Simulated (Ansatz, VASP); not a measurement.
**Ta2N in VASP and in Ansatz**

```
Ta N
1.0
     3.09197    0.00000    0.00000
    -1.54598    2.67772    0.00000
     0.00000    0.00000    4.83716
Ta N
2 1
Cartesian
  0.0000 1.7851 1.2321
  1.5460 0.8926 3.6051
  0.0000 0.0000 0.0000
```

Alike in both runs: task single point; functional LDA; k mesh 10 × 10 × 6; occupations fermi-dirac, width 0.05 eV; no spin polarisation.

|  | VASP | Ansatz |
| --- | --- | --- |
| version | VASP 6.6.1 | Ansatz 0.2.0 |
| potentials or method | VASP PAW LDA potentials, release 64 (Ta_sv_GW, N) | Ansatz PAW |
| plane-wave cutoff (eV) | 600 | 420 |
| valence electrons in the cell | 31 | 31 |

Ansatz gave:

* gap on the k mesh at the Fermi level (eV): none
* pressure (GPa): -9.2
* traceless stress, the component that is largest in VASP (GPa): 0.25
* rms of the force components (eV/Å): 0.157

**Question.** Estimate VASP's values.

**Answer.** gap on the k mesh at the Fermi level (eV): none; pressure (GPa): -8.3; traceless stress, the component that is largest in VASP (GPa): 0.16; rms of the force components (eV/Å): 0.142.

LDA's correlation is that of Perdew and Zunger in VASP and of Perdew and Wang (1992) in Ansatz. Atom by atom the forces differ by 0.016 eV/Å (rms over components). A gap of «none» marks a metal or a gap that the smearing closes.

Spin-orbit coupling is off throughout.
